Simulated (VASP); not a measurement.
# Cu (C2/m) in VASP: notebook, part 2 of 2

VASP 6.6.1.

## 3. Relaxation of cell and atoms, PBE

Input file INCAR:

```
SYSTEM = Cu
PREC = Accurate
ENCUT = 600
EDIFF = 1E-7
ISMEAR = 0
SIGMA = 0.1
LREAL = .False.
LASPH = .True.
NELM = 100
ALGO = Normal
ISIF = 3
LWAVE = .False.
LCHARG = .False.
GGA = PE
IBRION = 2
NSW = 90
EDIFFG = -0.04
```

Input file KPOINTS:

```
regular mesh
0
Gamma
  6 6 4
  0 0 0
```

Input file POSCAR:

```
Cu
1.0
    2.5826385604     -1.5401917233      0.0000000000
    2.5826385604      1.5401917233      0.0000000000
   -1.4425304201      0.0000000000      6.6867048011
Cu
4
Direct
    0.0504000000      0.0504000000      0.0996000000
    0.9496000000      0.9496000000      0.9004000000
    0.5050000000      0.5050000000      0.6000000000
    0.4950000000      0.4950000000      0.4000000000
```

Potentials or basis: VASP PAW PBE potentials, release 64 (Cu).

On the command line:

```bash
$ cat potpaw_PBE.64/Cu/POTCAR > POTCAR
$ mpirun -np 1 vasp_std > vasp.out
```

OUTCAR:

```text
SYSTEM = Cu
   PREC = Accurate
   ENCUT = 600
   EDIFF = 1E-7
   ISMEAR = 0
   LREAL = .False.
   LASPH = .True.
   NELM = 100
   ISIF = 3
   GGA = PE
   IBRION = 2
   NSW = 90
   EDIFFG = -0.04

 ion  position               nearest neighbor table
   1  0.050  0.050  0.100-   2 1.35   4 2.63   4 2.63   4 2.74
   2  0.950  0.950  0.900-   1 1.35   3 2.63   3 2.63   3 2.74
   3  0.505  0.505  0.600-   4 1.36   2 2.63   2 2.63   2 2.74
   4  0.495  0.495  0.400-   3 1.36   1 2.63   1 2.63   1 2.74

 -----------------------------------------------------------------------------
|                                                                             |
|           W    W    AA    RRRRR   N    N  II  N    N   GGGG   !!!           |
|           W    W   A  A   R    R  NN   N  II  NN   N  G    G  !!!           |
|           W    W  A    A  R    R  N N  N  II  N N  N  G       !!!           |
|           W WW W  AAAAAA  RRRRR   N  N N  II  N  N N  G  GGG   !            |
|           WW  WW  A    A  R   R   N   NN  II  N   NN  G    G                |
|           W    W  A    A  R    R  N    N  II  N    N   GGGG   !!!           |
|                                                                             |
|     The distance between some ions is very small. Please check the          |
|     nearest-neighbor list in the OUTCAR file.                               |
|     I HOPE YOU KNOW WHAT YOU ARE DOING!                                     |
|                                                                             |
 -----------------------------------------------------------------------------

  LATTYP: Found a base centered monoclinic cell.
 ALAT       =     5.1652771208
 B/A-ratio  =     0.5963636364
 C/A-ratio  =     1.3243306311
 COS(beta)  =    -0.2108797750

  Lattice vectors:

 A1 = (   2.5826385604,  -1.5401917233,   0.0000000000)
 A2 = (   2.5826385604,   1.5401917233,   0.0000000000)
 A3 = (  -1.4425304201,   0.0000000000,   6.6867048011)

Analysis of symmetry for initial positions (statically):
=====================================================================
 Subroutine PRICEL returns:
 Original cell was already a primitive cell.

 Routine SETGRP: Setting up the symmetry group for a
 base centered monoclinic supercell.

 Subroutine GETGRP returns: Found  4 space group operations
 (whereof  4 operations were pure point group operations)
 out of a pool of  4 trial point group operations.

The static configuration has the point symmetry C_2h.

Analysis of symmetry for dynamics (positions and initial velocities):
=====================================================================
 Subroutine PRICEL returns:
 Original cell was already a primitive cell.

 Routine SETGRP: Setting up the symmetry group for a
 base centered monoclinic supercell.

 Subroutine GETGRP returns: Found  4 space group operations
 (whereof  4 operations were pure point group operations)
 out of a pool of  4 trial point group operations.

The dynamic configuration has the point symmetry C_2h.

 Subroutine INISYM returns: Found  4 space group operations
 (whereof  4 operations are pure point group operations),
 and found     1 'primitive' translations

----------------------------------------------------------------------------------------

                                     Primitive cell

  volume of cell :      53.1962

  direct lattice vectors                    reciprocal lattice vectors
[... 45 lines left out ...]

 Following reciprocal coordinates:
            Coordinates               Weight
  0.000000  0.000000  0.000000      1.000000
  0.166667  0.000000 -0.000000      4.000000
  0.333333  0.000000 -0.000000      4.000000
  0.500000 -0.000000  0.000000      2.000000
  0.166667  0.166667 -0.000000      2.000000
  0.333333  0.166667  0.000000      4.000000
[... 16 lines left out ...]
 -0.333333  0.166667  0.250000      4.000000
 -0.166667  0.166667  0.250000      4.000000
 [... further k-points ...]
   k-points           NKPTS =     47   k-points in BZ     NKDIM =     47   number of bands    NBANDS=     26
   number of dos      NEDOS =    301   number of ions     NIONS =      4
   total plane-waves  NPLWV =  32256
   dimension x,y,z NGX =    24 NGY =   24 NGZ =   56
   dimension x,y,z NGXF=    48 NGYF=   48 NGZF=  112
   ions per type =               4
   NGX,Y,Z   is equivalent  to a cutoff of  13.27, 13.27, 13.61 a.u.
   NGXF,Y,Z  is equivalent  to a cutoff of  26.54, 26.54, 27.22 a.u.
 SYSTEM =  Cu
   PREC   = accura    normal or accurate (medium, high low for compatibility)
   ISTART =      0    job   : 0-new  1-cont  2-samecut
   ICHARG =      2    charge: 1-file 2-atom 10-const
   ISPIN  =      1    spin polarized calculation?
   LNONCOLLINEAR =      F non collinear calculations
   LSORBIT =      F    spin-orbit coupling
   LASPH  =      T    aspherical Exc in radial PAW
   ENCUT  =  600.0 eV  44.10 Ry    6.64 a.u.   6.01  6.01 13.66*2*pi/ulx,y,z
   NELM   =    100;   NELMIN=  2; NELMDL= -5     # of ELM steps
   EDIFF  = 0.1E-06   stopping-criterion for ELM
   LREAL  =      F    real-space projection
   EDIFFG = -.4E-01   stopping-criterion for IOM
   NSW    =     90    number of steps for IOM
   IBRION =      2    ionic relax: 0-MD 1-quasi-New 2-CG
   NFREE  =      1    steps in history (QN), initial steepest desc. (CG)
   ISIF   =      3    stress and relaxation
   ISYM   =      2    0-nonsym 1-usesym 2-fastsym
   POTIM  = 0.5000    time-step for ionic-motion
   TEBEG  =    0.0;   TEEND  =   0.0 temperature during run
   PSTRESS=    0.0 pullay stress
   NELECT =      44.0000    total number of electrons
   NUPDOWN=      -1.0000    fix difference up-down
   EMIN   =  10.00;   EMAX   =-10.00  energy-range for DOS
   EFERMI =   0.00;   METHOD = LEGACY
   ISMEAR =     0;   SIGMA  =   0.10  broadening in eV -4-tet -1-fermi 0-gaus
   EFERMI_NEDOS =   21; number of points for ismear=-14 and -15
   IALGO  =     38    algorithm
   IMIX   =      4    mixing-type and parameters
     AMIX     =   0.40;   BMIX     =  1.00
     AMIX_MAG =   1.60;   BMIX_MAG =  1.00
  volume/ion in A,a.u.               =      13.30        89.75
  Fermi-wavevector in a.u.,A,eV,Ry     =   1.536735  2.904007 32.130882  2.361553
  Thomas-Fermi vector in A             =   2.643342
   LORBIT       =      0    0 simple, 1 ext, 2 COOP (PROOUT), +10 PAW based schemes
   GGA     = PE    functional components
   LHFCALC =     F    Hartree Fock is set to
   AEXX    =    0.0000 exact exchange contribution
   IVDW    =     0    specifies the selected vdW correction
   LEPSILON=     F    determine dielectric tensor
   LRPA    =     F    only Hartree local field effects (RPA)
 conjugate gradient relaxation of ions
 non-spin polarized calculation
 Gauss-broadening in eV      SIGMA  =   0.10
  energy-cutoff  :      600.00
  volume of cell :       53.20
 maximum number of plane-waves:      1798
   NGX = 11   NGY = 11   NGZ = 27

--------------------------------------- Ionic step        1  -------------------------------------------

 number of electron      43.9999985 magnetization

 Free energy of the ion-electron system (eV)
  ---------------------------------------------------
  ext. energy  EPLUGINS =         0.00000000
  ---------------------------------------------------
  free energy    TOTEN  =        10.52235663 eV

  energy without entropy =       10.52771749  energy(sigma->0) =       10.52503706

------------------------ aborting loop because EDIFF is reached ----------------------------------------

  FORCE on cell =-STRESS in cart. coord.  units (eV):
  Direction    XX          YY          ZZ          XY          YZ          ZX
  --------------------------------------------------------------------------------------
  -------------------------------------------------------------------------------------
  Total       -3.8893349     -5.5218876     63.0630918      0.0000000      0.0000000     -0.3083271
  in kB     -117.1400371   -166.3097018   1899.3512143      0.0000000      0.0000000     -9.2862792
  external PRESSURE =     538.6338252 kB  Pullay stress =       0.0000000 kB
[... 1506 lines left out ...]
     25      10.4561      0.00000
     26      11.4294      0.00000

 [... further k-points ...]

[... ionic steps 4 to 43 ...]

--------------------------------------- Ionic step       44  -------------------------------------------

 number of electron      43.9999971 magnetization

------------------------ aborting loop because EDIFF is reached ----------------------------------------
[... 71 lines left out ...]
--------------------------------------- Ionic step       46  -------------------------------------------

 number of electron      43.9999967 magnetization

 Free energy of the ion-electron system (eV)
  ---------------------------------------------------
  ext. energy  EPLUGINS =         0.00000000
  ---------------------------------------------------
  free energy    TOTEN  =       -14.79329521 eV

  energy without entropy =      -14.78683271  energy(sigma->0) =      -14.79006396

 E-fermi :   7.3009     XC(G=0): -12.6162

 val. band max:        7.2700486796   @ k =  -0.3333   0.1667   0.5000
 cond. band min:       7.3092290035   @ k =   0.5000   0.3333   0.0000
 fundamental gap:      0.0391803239
 Fermi energy:         7.3008630503
[... 727 lines left out ...]
  FREE ENERGIE OF THE ION-ELECTRON SYSTEM (eV)
  ---------------------------------------------------
  free  energy   TOTEN  =       -14.7932952126 eV

  energy  without entropy=      -14.7868327140  energy(sigma->0) =      -14.79006396

 reached required accuracy - stopping structural energy minimisation
```

CONTCAR:

```text
Cu
   1.00000000000000
     2.2680988117081711   -1.2891741490584381   -0.0652004767720455
     2.2680988117081711    1.2891741490584381   -0.0652004767720455
    -1.0799481756793268    0.0000000000000000    8.2633692595234240
  Cu
     4
Direct
     0.1256171924233707    0.1256171924233707    0.3750042772756189
     0.8743828075766295    0.8743828075766295    0.6249957227243811
     0.6241172966101480    0.6241172966101480    0.8749675232872286
     0.3758827033898521    0.3758827033898521    0.1250324767127716

  0.00000000E+00  0.00000000E+00  0.00000000E+00
  0.00000000E+00  0.00000000E+00  0.00000000E+00
  0.00000000E+00  0.00000000E+00  0.00000000E+00
  0.00000000E+00  0.00000000E+00  0.00000000E+00
```

It took 29 min on 1 thread of Intel Xeon 6975P-C (Granite Rapids), shared host; peak memory 0.23 GiB.

What came out:

| Property | Result |
| --- | --- |
| Free energy | -14.7933 eV |
| Relaxed volume | 12.04 Å³/atom |
| Relaxed cell | a = 2.610 Å, b = 2.610 Å, c = 8.334 Å, α = 97.90°, β = 97.90°, γ = 59.21° |
| Space group after relaxing (to 0.05 Å) | C2/m (No. 12) |
| Energy gained by relaxing | 6328.9 meV/atom |
| Ionic steps | 46 |
| Pressure after relaxing | 0.1 GPa |
| Largest force after relaxing | 0.009 eV/Å |
| Band gap on the k mesh | zero (band 22 reaches 10.55 eV, above the bottom of band 23 at 5.58 eV) |

Forces in eV/Å, atoms in the order of the input:
```
Cu  -0.004  0.000  0.001
Cu   0.004  0.000 -0.001
Cu   0.009  0.000  0.001
Cu  -0.009  0.000 -0.001
```

Stress tensor (GPa, compression positive):
```
-0.14  0.00 -0.09
 0.00  0.24  0.00
-0.09  0.00  0.12
```

The path:
```tsv
step	energy change (eV)	largest force (eV/Å)	pressure (GPa)	volume (Å³)
1	0.0000	25.1518	53.86	53.20
3	-9.0221	0.5505	-77.46	96.64
5	-17.5505	4.6731	-11.42	88.06
7	-22.2902	3.1982	0.91	65.80
9	-20.7024	13.7594	12.99	58.70
11	-23.2700	2.1259	-1.69	58.32
13	-24.3781	0.9831	-7.36	55.95
15	-24.8028	0.7792	0.83	50.40
17	-24.9042	0.6353	-2.91	51.19
19	-24.9907	0.4723	-6.69	52.04
21	-24.7688	2.5309	8.45	47.03
23	-25.1058	0.3969	-1.86	49.47
25	-25.1313	0.3659	-1.42	49.19
27	-25.1674	0.3938	2.83	47.56
29	-25.1973	0.3473	-0.12	48.49
31	-25.2503	0.1832	-2.02	49.02
33	-25.2610	0.1289	-2.84	49.32
35	-25.2767	0.1860	0.33	48.16
37	-25.2911	0.1575	0.33	48.09
39	-25.2954	0.1659	0.49	48.02
41	-25.3057	0.1697	-0.98	48.54
43	-25.3119	0.1188	0.64	47.98
45	-25.3152	0.0152	-0.12	48.22
46	-25.3157	0.0091	0.07	48.14
```

Final structure:
```
CELL_PARAMETERS angstrom
2.26810 -1.28917 -0.06520
2.26810 1.28917 -0.06520
-1.07995 0.00000 8.26337
ATOMIC_POSITIONS crystal
Cu 0.12562 0.12562 0.37500
Cu 0.87438 0.87438 0.62500
Cu 0.62412 0.62412 0.87497
Cu 0.37588 0.37588 0.12503
```

Caveat: the k points lie up to 0.47 Å⁻¹ apart in the final cell.

## 4. Single point, PBE

Input file INCAR:

```
SYSTEM = Cu
ALGO = Normal
EDIFF = 1E-6
ENCUT = 700
GGA = PE
GGA_COMPAT = .False.
ISIF = 2
ISMEAR = 0
LASPH = .True.
LCHARG = .False.
LREAL = .False.
LWAVE = .False.
NBANDS = 46
NELM = 120
PREC = Accurate
SIGMA = 0.1
```

Input file KPOINTS:

```
k-points
0
Gamma
  6 6 4
  0 0 0
```

POSCAR is that of step 3.

Potentials or basis: VASP PAW PBE potentials, release 64 (Cu_sv_GW).

On the command line:

```bash
$ cat potpaw_PBE.64/Cu_sv_GW/POTCAR > POTCAR
$ mpirun -np 1 vasp_std > vasp.out
```

OUTCAR:

```text
SYSTEM = Cu
   EDIFF = 1E-6
   ENCUT = 700
   GGA = PE
   ISIF = 2
   ISMEAR = 0
   LASPH = .True.
   LREAL = .False.
   NELM = 120
   PREC = Accurate

 ion  position               nearest neighbor table
   1  0.050  0.050  0.100-   2 1.35   4 2.63   4 2.63
   2  0.950  0.950  0.900-   1 1.35   3 2.63   3 2.63
   3  0.505  0.505  0.600-   4 1.36   2 2.63   2 2.63
   4  0.495  0.495  0.400-   3 1.36   1 2.63   1 2.63

  LATTYP: Found a base centered monoclinic cell.
 ALAT       =     5.1652771208
 B/A-ratio  =     0.5963636364
 C/A-ratio  =     1.3243306311
 COS(beta)  =    -0.2108797750

  Lattice vectors:

 A1 = (   2.5826385604,  -1.5401917233,   0.0000000000)
 A2 = (   2.5826385604,   1.5401917233,   0.0000000000)
 A3 = (  -1.4425304201,   0.0000000000,   6.6867048011)

Analysis of symmetry for initial positions (statically):
=====================================================================
 Subroutine PRICEL returns:
 Original cell was already a primitive cell.

 Routine SETGRP: Setting up the symmetry group for a
 base centered monoclinic supercell.

 Subroutine GETGRP returns: Found  4 space group operations
 (whereof  4 operations were pure point group operations)
 out of a pool of  4 trial point group operations.

The static configuration has the point symmetry C_2h.

Analysis of symmetry for dynamics (positions and initial velocities):
=====================================================================
 Subroutine PRICEL returns:
 Original cell was already a primitive cell.

 Routine SETGRP: Setting up the symmetry group for a
 base centered monoclinic supercell.

 Subroutine GETGRP returns: Found  4 space group operations
 (whereof  4 operations were pure point group operations)
[... 121 lines left out ...]
   ISMEAR =     0;   SIGMA  =   0.10  broadening in eV -4-tet -1-fermi 0-gaus
   EFERMI_NEDOS =   21; number of points for ismear=-14 and -15
   IALGO  =     38    algorithm
   IMIX   =      4    mixing-type and parameters
     AMIX     =   0.40;   BMIX     =  1.00
     AMIX_MAG =   1.60;   BMIX_MAG =  1.00
  volume/ion in A,a.u.               =      13.30        89.75
  Fermi-wavevector in a.u.,A,eV,Ry     =   1.843823  3.484320 46.255487  3.399682
  Thomas-Fermi vector in A             =   2.895433
   LORBIT       =      0    0 simple, 1 ext, 2 COOP (PROOUT), +10 PAW based schemes
   GGA     = PE    functional components
   LHFCALC =     F    Hartree Fock is set to
   AEXX    =    0.0000 exact exchange contribution
   IVDW    =     0    specifies the selected vdW correction
   LEPSILON=     F    determine dielectric tensor
   LRPA    =     F    only Hartree local field effects (RPA)
 non-spin polarized calculation
 Gauss-broadening in eV      SIGMA  =   0.10
  energy-cutoff  :      700.00
  volume of cell :       53.20
 maximum number of plane-waves:      2270
 NGX is ok and might be reduce to    28
   NGX = 13   NGY = 13   NGZ = 29

 number of electron      75.9999989 magnetization

 Free energy of the ion-electron system (eV)
  ---------------------------------------------------
  ext. energy  EPLUGINS =         0.00000000
  ---------------------------------------------------
  free energy    TOTEN  =        21.77634911 eV

  energy without entropy =       21.78492519  energy(sigma->0) =       21.78063715

 E-fermi :   6.8140     XC(G=0): -12.3011

 val. band max:        6.8064509206   @ k =  -0.1667   0.0000   0.2500
 cond. band min:       6.8489218286   @ k =  -0.3333   0.3333   0.2500
 fundamental gap:      0.0424709081
 Fermi energy:         6.8139650905

 k-point     1 :       0.0000    0.0000    0.0000
  band No.  band energies     occupation
      1    -109.0294      2.00000
      2    -108.9158      2.00000
      3    -106.5364      2.00000
      4    -106.5072      2.00000
      5     -69.4188      2.00000
      6     -69.2597      2.00000
[... 1165 lines left out ...]
     45      16.4298      0.00000
     46      18.8112      0.00000

 [... further k-points ...]

------------------------ aborting loop because EDIFF is reached ----------------------------------------

  FORCE on cell =-STRESS in cart. coord.  units (eV):
  Direction    XX          YY          ZZ          XY          YZ          ZX
  --------------------------------------------------------------------------------------
  -------------------------------------------------------------------------------------
  Total       -0.6009102     -6.3221710    199.4587639      0.0000000      0.0000000     -0.0474111
  in kB      -18.0983765   -190.4128518   6007.3528684      0.0000000      0.0000000     -1.4279415
  external PRESSURE =    1932.9472134 kB  Pullay stress =       0.0000000 kB

 VOLUME and BASIS-vectors are now :
 -----------------------------------------------------------------------------
  energy-cutoff  :      700.00
  volume of cell :       53.20
      direct lattice vectors                 reciprocal lattice vectors
     2.582638560 -1.540191723  0.000000000     0.193600455 -0.324634909  0.041765646
     2.582638560  1.540191723  0.000000000     0.193600455  0.324634909  0.041765646
    -1.442530420  0.000000000  6.686704801     0.000000000  0.000000000  0.149550493

 POSITION                                       TOTAL-FORCE (eV/Angst)
 -----------------------------------------------------------------------------------
      0.11665      0.00000      0.66600        14.013195      0.000000     77.534524
      3.60609      0.00000      6.02071       -14.013195      0.000000    -77.534524
      1.74295      0.00000      4.01202       -13.510578      0.000000     75.507293
      1.97980      0.00000      2.67468        13.510578      0.000000    -75.507293
 -----------------------------------------------------------------------------------
    total drift:                                0.000000      0.000000      0.000000

  FREE ENERGIE OF THE ION-ELECTRON SYSTEM (eV)
  ---------------------------------------------------
  free  energy   TOTEN  =        21.7763491058 eV

  energy  without entropy=       21.7849251903  energy(sigma->0) =       21.78063715
```

stdout:

```text
POSCAR found type information on POSCAR Cu
 POSCAR found :  1 types and       4 ions
 scaLAPACK will be used
 LDA part: xc-table for (Slater+PW92), standard interpolation
 POSCAR, INCAR and KPOINTS ok, starting setup
 FFT: planning ... GRIDC
 FFT: planning ... GRID_SOFT
 FFT: planning ... GRID
 WAVECAR not read
 entering main loop
```

It took 2.5 min on 1 thread of Intel Xeon 6975P-C (Granite Rapids), shared host; peak memory 0.3 GiB.

Results:

```yaml
Free_energy: 21.7763 eV
Pressure: 193.3 GPa
Largest_force: 78.791 eV/Å
Band_gap_on_the_k_mesh: zero (band 38 reaches 7.15 eV, above the bottom of band 39 at 6.54 eV)
```

Forces on the atoms (eV/Å):
```
Cu   14.013   0.000  77.535
Cu  -14.013   0.000 -77.535
Cu  -13.511   0.000  75.507
Cu   13.511   0.000 -75.507
```

Caveat: the k points lie up to 0.40 Å⁻¹ apart; forces of over 1 eV/Å act on the atoms, so gaps and moduli don't describe the material at rest.

## 5. The runs side by side

```csv
task,potentials or basis,cell,cutoff (eV),second run,gap on the mesh (eV),pressure (GPa),largest force (eV/Å)
single point,"VASP PAW PBE potentials, release 64 (Cu)",as given,520,-,none,53.9,25.19
relaxation of cell and atoms,"VASP PAW PBE potentials, release 64 (Cu)",relaxed,600,-,none,0.1,0.01
single point,"VASP PAW PBE potentials, release 64 (Cu_sv_GW)",as given,700,valence_matched,none,193.3,78.79
```

Alike in all rows: level PBE; no spin polarisation; k mesh 6 × 6 × 4; smearing gaussian 0.1 eV.

Caveats: all runs use coarse meshes; forces of over 1 eV/Å act on the atoms, so gaps and moduli don't describe the material at rest (some runs).

Total energies depend on the potentials used, so only differences within one code and one set of settings carry meaning.
